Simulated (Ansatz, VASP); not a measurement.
# RbAsH2O4: VASP beside Ansatz

File INCAR:

```
SYSTEM = RbAsH2O4
PREC = Accurate ; ENCUT = 520
EDIFF = 1E-6 ; ISMEAR = -1
SIGMA = 0.1 ; LREAL = Auto
LASPH = .TRUE. ; NELM = 100
ALGO = Normal ; ISIF = 2
LWAVE = .FALSE. ; LCHARG = .FALSE.
GGA = PE ; NBANDS = 54
```

The input KPOINTS:

```
Automatic mesh
0
G
  5 5 5
  0 0 0
```

The input POSCAR:

```
RbAsH2O4
1.0
    0.0000000000      5.3312190000      3.6177550000
    0.0000000000     -5.3312190000      3.6177550000
    5.3951610000      0.0000000000     -3.6177550000
O As H Rb
8 2 4 2
Direct
    0.2758000000      0.0476000000      0.0566000000
    0.9910000000      0.2192000000      0.9434000000
    0.9692000000      0.2410000000      0.4434000000
    0.7976000000      0.5258000000      0.5566000000
    0.9748000000      0.0312000000      0.2292000000
    0.8020000000      0.7456000000      0.7708000000
    0.4956000000      0.0520000000      0.2708000000
    0.7812000000      0.2248000000      0.7292000000
    0.0000000000      0.0000000000      0.0000000000
    0.7500000000      0.2500000000      0.5000000000
    0.2784000000      0.9150000000      0.9128000000
    0.0022000000      0.3656000000      0.0872000000
    0.1156000000      0.2522000000      0.5872000000
    0.6650000000      0.5284000000      0.4128000000
    0.5165000000      0.5165000000      0.0000000000
    0.2665000000      0.7665000000      0.5000000000
```

Input for Ansatz:

```yaml
crystal:
  lattice:
    - [0.0, 5.331219, 3.617755]
    - [0.0, -5.331219, 3.617755]
    - [5.395161, 0.0, -3.617755]
  atoms:
    - { symbol: O, position: [0.2758, 0.0476, 0.0566] }
    - { symbol: O, position: [0.991, 0.2192, 0.9434] }
    - { symbol: O, position: [0.9692, 0.241, 0.4434] }
    - { symbol: O, position: [0.7976, 0.5258, 0.5566] }
    - { symbol: As, position: [0.0, 0.0, 0.0] }
    - { symbol: As, position: [0.75, 0.25, 0.5] }
    - { symbol: H, position: [0.2784, 0.915, 0.9128] }
    - { symbol: H, position: [0.0022, 0.3656, 0.0872] }
    - { symbol: H, position: [0.1156, 0.2522, 0.5872] }
    - { symbol: H, position: [0.665, 0.5284, 0.4128] }
    - { symbol: Rb, position: [0.5165, 0.5165, 0.0] }
    - { symbol: Rb, position: [0.2665, 0.7665, 0.5] }
    - { symbol: O, position: [0.9748, 0.0312, 0.2292] }
    - { symbol: O, position: [0.802, 0.7456, 0.7708] }
    - { symbol: O, position: [0.4956, 0.052, 0.2708] }
    - { symbol: O, position: [0.7812, 0.2248, 0.7292] }
  symmetry: { tolerance: 0.0003 }
kpoints:
  mp_grid: { grid: [5, 5, 5], shift: [0, 0, 0] }
magnetization:
  spin_polarized: false
scf:
  occupations: { method: fermi_dirac }
  lower_state_search: "off"
  max_iter: 200
hamiltonian:
  pseudopotentials: { kind: paw }
  xc: pbe
basis:
  ecutwfc: 420
  fft_grid_basis: typed
output:
  forces: true
  stress: true
  eigenvalues: true
  populations: true
  elf: true
  write_potential: true
  volumetric_format: npy
  dos:
    e_range: [-12, 8]
    de: 0.05
    projected: { site_lists: { As: [As], H: [H], O: [O], Rb: [Rb] } }
checkpoint:
  read: saved_state
```

Alike in both runs: task single point; functional PBE; k mesh 5 × 5 × 5; no spin polarisation.

|  | VASP | Ansatz |
| --- | --- | --- |
| version | VASP 6.6.1 | Ansatz 0.2.0 |
| potentials or method | VASP PAW PBE potentials, release 64 (O, As, H, Rb_sv), cutoff 520 eV | PAW plane waves |
| occupations | fermi-dirac, width 0.1 eV | fermi-dirac |
| valence electrons in the cell | 80 | 100 |

Ansatz gave:

```
rms of the force components (eV/Å) : 4.376
```

Question: Estimate VASP's values.

Answer: rms of the force components (eV/Å): 4.479.

VASP's potentials hold 80 valence electrons a cell and Ansatz's 100, so a difference there can come from the potentials and not from the codes.
